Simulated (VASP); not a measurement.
The system is AlRu (rocksalt type).

```
Ru Al
1.0
     0.00000    2.53593    2.53593
     2.53593    0.00000    2.53593
     2.53593    2.53593    0.00000
Ru Al
1 1
Cartesian
  0.0000 0.0000 0.0000
  2.5359 2.5359 2.5359
```

```yaml
Program: VASP 6.6.1
Task: relaxation of cell and atoms
Functional: PBE
Potentials_or_basis: VASP PAW PBE potentials, release 64 (Ru_pv, Al)
Cutoff: 600 eV
k_mesh: 14 × 14 × 14
Occupations: fermi-dirac, width 0.1 eV
Spin: no spin polarisation
```

At the start: pressure -6.6 GPa; volume 16.31 Å³/atom.

Question: Where does the relaxation end?

Answer: Over 6 steps the energy falls by 17.6 meV/atom and the volume is 15.49 Å³/atom (-5.0 %); space group Fm-3m (No. 225, to 0.1 Å) before and after.

The path:
```
step  energy change (eV)  largest force (eV/Å)  pressure (GPa)  volume (Å³)
   1              0.0000                0.0000           -6.58        32.62
   2             -0.0035                0.0000            7.45        29.56
   3             -0.0352                0.0000           -0.05        30.99
   4             -0.0352                0.0000            0.11        30.96
   5             -0.0352                0.0000           -0.13        31.00
   6             -0.0352                0.0000            0.01        30.98
```

Final structure:
```
CELL_PARAMETERS angstrom
0.00000 2.49280 2.49280
2.49280 0.00000 2.49280
2.49280 2.49280 0.00000
ATOMIC_POSITIONS crystal
Ru 0.00000 0.00000 0.00000
Al 0.50000 0.50000 0.50000
```
